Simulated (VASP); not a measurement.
# Ge2Sb2Te5 (P-3m1) in VASP: further runs, part 2 of 2

VASP 6.6.1. The steps go on from the part before.

## (4) Single point, PBE (volume 29.112 Å^3 an atom, c/a of the conventional cell 3.8728)

Contents of INCAR:

```
ALGO     = Normal         # electronic algorithm
EDIFF    = 1E-6           # SCF threshold, eV
ENCUT    = 520            # plane-wave cutoff, eV
GGA      = PE             # functional
ISIF     = 2              # what is computed and relaxed
ISMEAR   = 0              # smearing method
LASPH    = T              # aspherical terms in the spheres
LCHARG   = F              # write CHGCAR
LREAL    = F              # projectors in reciprocal space
LWAVE    = F              # write WAVECAR
NBANDS   = 44             # bands
NELM     = 60             # most SCF steps
PREC     = Accurate       # precision mode
SIGMA    = 0.03           # smearing width, eV
```

Contents of KPOINTS:

```
k-points
0
Gamma
  12 12 2
```

Contents of POSCAR:

```
Ge2Sb2Te5
1.0
    4.2748375632      0.0000000000      0.0000000000
   -2.1374187816      3.7021179267      0.0000000000
    0.0000000000      0.0000000000     16.5555909146
Ge Sb Te
2 2 5
Direct
    0.0000000000      0.0000000000      0.3314713560
    0.0000000000      0.0000000000      0.6685286440
    0.3333333333      0.6666666667      0.1121550832
    0.6666666667      0.3333333333      0.8878449168
    0.0000000000      0.0000000000      0.0000000000
    0.3333333333      0.6666666667      0.7913602895
    0.6666666667      0.3333333333      0.2086397105
    0.3333333333      0.6666666667      0.4097504733
    0.6666666667      0.3333333333      0.5902495267
```

Potentials or basis: VASP PAW PBE potentials, release 64 (Ge_d, Sb, Te).

Launch:

```console
$ cat potpaw_PBE.64/Ge_d/POTCAR potpaw_PBE.64/Sb/POTCAR potpaw_PBE.64/Te/POTCAR > POTCAR
$ mpirun -np 1 vasp_std > vasp.out
```

OUTCAR:

```text
EDIFF = 1E-6
   ENCUT = 520
   GGA = PE
   ISIF = 2
   ISMEAR = 0
   LASPH = T
   LREAL = F
   NELM = 60
   PREC = Accurate

 ion  position               nearest neighbor table
   1  0.000  0.000  0.331-   8 2.79   8 2.79   8 2.79   7 3.20   7 3.20   7 3.20
   2  0.000  0.000  0.669-   9 2.79   9 2.79   9 2.79   6 3.20   6 3.20   6 3.20
   3  0.333  0.667  0.112-   7 2.94   7 2.94   7 2.94   5 3.09   5 3.09   5 3.09
   4  0.667  0.333  0.888-   6 2.94   6 2.94   6 2.94   5 3.09   5 3.09   5 3.09
   5  0.000  0.000  0.000-   3 3.09   4 3.09   3 3.09   4 3.09   4 3.09   3 3.09
   6  0.333  0.667  0.791-   4 2.94   4 2.94   4 2.94   2 3.20   2 3.20   2 3.20
   7  0.667  0.333  0.209-   3 2.94   3 2.94   3 2.94   1 3.20   1 3.20   1 3.20
   8  0.333  0.667  0.410-   1 2.79   1 2.79   1 2.79
   9  0.667  0.333  0.590-   2 2.79   2 2.79   2 2.79

  LATTYP: Found a hexagonal cell.
 ALAT       =     4.2748375632
 C/A-ratio  =     3.8728000000

  Lattice vectors:

 A1 = (   4.2748375632,   0.0000000000,   0.0000000000)
 A2 = (  -2.1374187816,   3.7021179267,   0.0000000000)
 A3 = (   0.0000000000,   0.0000000000,  16.5555909146)

Analysis of symmetry for initial positions (statically):
[... 191 lines left out ...]
 cond. band min:       6.6907054766   @ k =   0.0000   0.0000   0.5000
 fundamental gap:      0.0356948091
 Fermi energy:         6.6657011479

 k-point     1 :       0.0000    0.0000    0.0000
  band No.  band energies     occupation
      1     -18.0540      2.00000
      2     -18.0540      2.00000
      3     -18.0540      2.00000
      4     -18.0540      2.00000
      5     -18.0405      2.00000
      6     -18.0405      2.00000
[... 1117 lines left out ...]
     43      10.1266      0.00000
     44      10.2756      0.00000

 [... further k-points ...]
[... 5 lines left out ...]
  --------------------------------------------------------------------------------------
  -------------------------------------------------------------------------------------
  Total        5.7817592      5.7817592      9.8281525      0.0000000      0.0000000      0.0000000
  in kB       35.3554222     35.3554222     60.0990928      0.0000000      0.0000000      0.0000000
  external PRESSURE =      43.6033124 kB  Pullay stress =       0.0000000 kB

 VOLUME and BASIS-vectors are now :
 -----------------------------------------------------------------------------
  energy-cutoff  :      520.00
  volume of cell :      262.01
      direct lattice vectors                 reciprocal lattice vectors
     4.274837563  0.000000000  0.000000000     0.233927017  0.135057826  0.000000000
    -2.137418782  3.702117927  0.000000000     0.000000000  0.270115653  0.000000000
     0.000000000  0.000000000 16.555590915     0.000000000  0.000000000  0.060402556

 POSITION                                       TOTAL-FORCE (eV/Angst)
 -----------------------------------------------------------------------------------
      0.00000      0.00000      5.48770         0.000000      0.000000     -0.375375
      0.00000      0.00000     11.06789         0.000000     -0.000000      0.375375
     -0.00000      2.46808      1.85679        -0.000000     -0.000000     -0.219864
      2.13742      1.23404     14.69880         0.000000      0.000000      0.219864
      0.00000      0.00000      0.00000        -0.000000      0.000000     -0.000000
     -0.00000      2.46808     13.10144        -0.000000      0.000000     -0.673477
      2.13742      1.23404      3.45415         0.000000     -0.000000      0.673477
     -0.00000      2.46808      6.78366        -0.000000      0.000000      0.688157
      2.13742      1.23404      9.77193         0.000000     -0.000000     -0.688157
 -----------------------------------------------------------------------------------
    total drift:                                0.000000     -0.000000      0.000000

  FREE ENERGIE OF THE ION-ELECTRON SYSTEM (eV)
  ---------------------------------------------------
  free  energy   TOTEN  =       -33.4286966890 eV

  energy  without entropy=      -33.4281745302  energy(sigma->0) =      -33.42843561
```

It took 4.4 min on 1 thread of Intel Xeon 6975P-C (Granite Rapids), shared host; peak memory 0.6 GiB.

Results:

```yaml
Free_energy: -33.4287 eV
Pressure: 4.4 GPa
Largest_force: 0.688 eV/Å
Band_gap_on_the_k_mesh: zero (band 34 reaches 6.75 eV, above the bottom of band 35 at 6.65 eV)
```

Forces on the atoms (eV/Å):
```
Ge   0.000  0.000 -0.375
Ge   0.000  0.000  0.375
Sb   0.000  0.000 -0.220
Sb   0.000  0.000  0.220
Te   0.000  0.000  0.000
Te   0.000  0.000 -0.673
Te   0.000  0.000  0.673
Te   0.000  0.000  0.688
Te   0.000  0.000 -0.688
```

Levels at points of the mesh, in eV from the Fermi level:
| k point | band 31 | band 32 | band 33 | band 34 | band 35 | band 36 | band 37 | band 38 |
| --- | --- | --- | --- | --- | --- | --- | --- | --- |
| (0.00, 0.00, 0.00) | -1.60 | -1.32 | -1.14 | -0.31 | -0.01 | -0.01 | 0.39 | 1.00 |
| (0.50, 0.00, 0.00) | -1.80 | -1.74 | -1.06 | -0.70 | 0.65 | 0.96 | 1.16 | 1.70 |
| (0.00, 0.00, 0.50) | -1.56 | -1.41 | -1.14 | -0.31 | 0.02 | 0.02 | 0.40 | 0.98 |
| (0.50, 0.00, 0.50) | -2.00 | -1.67 | -1.49 | -0.38 | 0.22 | 0.80 | 1.74 | 1.80 |

Caveat: spin-orbit coupling is left out, which moves the levels of the heavy elements; this functional lacks dispersion, which binds the layers, so the pressure and a relaxed spacing across them are unreliable.

## (5) Overview

| cell | gap on the mesh (eV) | pressure (GPa) | largest force (eV/Å) |
| --- | --- | --- | --- |
| a = 3.903, b = 3.903, c = 19.860 Å, angles 90.0, 90.0, 120.0°, 9 atoms | none | 4.0 | 0.33 |
| a = 4.407, b = 4.407, c = 15.581 Å, angles 90.0, 90.0, 120.0°, 9 atoms | none | 3.8 | 0.74 |
| a = 4.275, b = 4.275, c = 16.556 Å, angles 90.0, 90.0, 120.0°, 9 atoms | none | 4.4 | 0.69 |

Alike in all rows: task single point; level PBE; potentials or basis VASP PAW PBE potentials, release 64 (Ge_d, Sb, Te); no spin polarisation; k mesh 12 × 12 × 2; cutoff (eV) 520; smearing gaussian 0.03 eV.

Caveats: spin-orbit coupling is left out, which moves the levels of the heavy elements; this functional lacks dispersion, which binds the layers, so the pressure and a relaxed spacing across them are unreliable (some runs).

Total energies depend on the potentials used, so only differences within one code and one set of settings carry meaning.
